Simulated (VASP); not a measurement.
InSb, 4 atoms in the cell. Symmetry: Pmmn, No. 59, orthorhombic system. Conventional cell: a = 5.357 Å, b = 5.712 Å, c = 3.155 Å, α = 90.00°, β = 90.00°, γ = 90.00°. Within 4.1 Å of In (site symmetry mm2) lie 8 Sb at 2.91 to 3.86 Å and 6 In at 3.15 to 4.00 Å. Sb (site symmetry mm2) has 8 In at 2.91 to 3.86 Å and 2 Sb at 3.15 Å within 3.9 Å.  This cell differs from its parent crystal: z stretched by +3 %, then relaxed in part.

| Quantity | Value |
| --- | --- |
| Program | VASP 6.6.1 |
| Task | single point |
| Functional | PBE |
| Potentials or basis | VASP PAW PBE potentials, release 64 (In_d, Sb) |
| Cutoff | 520 eV |
| k mesh | 9 × 8 × 15 |
| Occupations | fermi-dirac, width 0.05 eV |
| Spin | no spin polarisation |
| Dipole correction | no |
| Further INCAR settings | ALGO = Normal; EDIFF = 1e-06; NBANDS = 26 |

Potentials or basis: VASP PAW PBE potentials, release 64 (In_d, Sb).

Command:

```console
$ cat potpaw_PBE.64/In_d/POTCAR potpaw_PBE.64/Sb/POTCAR > POTCAR
$ mpirun -np 1 vasp_std > vasp.out
```

Hardware: 1 thread of Oxide Virtual Turin-like Processor, on a shared host.

Problem. How long does it take, and how much memory?

Solution. Run time: 6.6 min on 1 thread of Oxide Virtual Turin-like Processor, on a shared host, peak memory 0.49 GiB. Counts: scf iterations 12, k points 200.
